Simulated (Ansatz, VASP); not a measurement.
Ge: VASP beside Ansatz

```
Ge
1.0
     3.00140    0.00000    0.00000
    -1.50070    2.59929    0.00000
     0.00000    0.00000    4.93990
Ge
2
Direct
  0.33333 0.66667 0.25000
  0.66667 0.33333 0.75000
```

Alike in both runs: functional PBE; k mesh 16 × 16 × 9; occupations fermi-dirac, width 0.05 eV; no spin polarisation.

Ansatz relaxed the structure, and its values are those at the end. VASP's run is a single point on that final structure, the one shown.

|  | VASP | Ansatz |
| --- | --- | --- |
| version | VASP 6.6.1 | Ansatz 0.2.0 |
| potentials or method | VASP PAW PBE potentials, release 64 (Ge_d), cutoff 520 eV | all-electron LAPW, scalar-relativistic |

|  | VASP | Ansatz | Ansatz less VASP |
| --- | --- | --- | --- |
| pressure (GPa) | 0.0 | 0.0 | +0.01 |

Ansatz ran all-electron here, and VASP with PAW potentials.
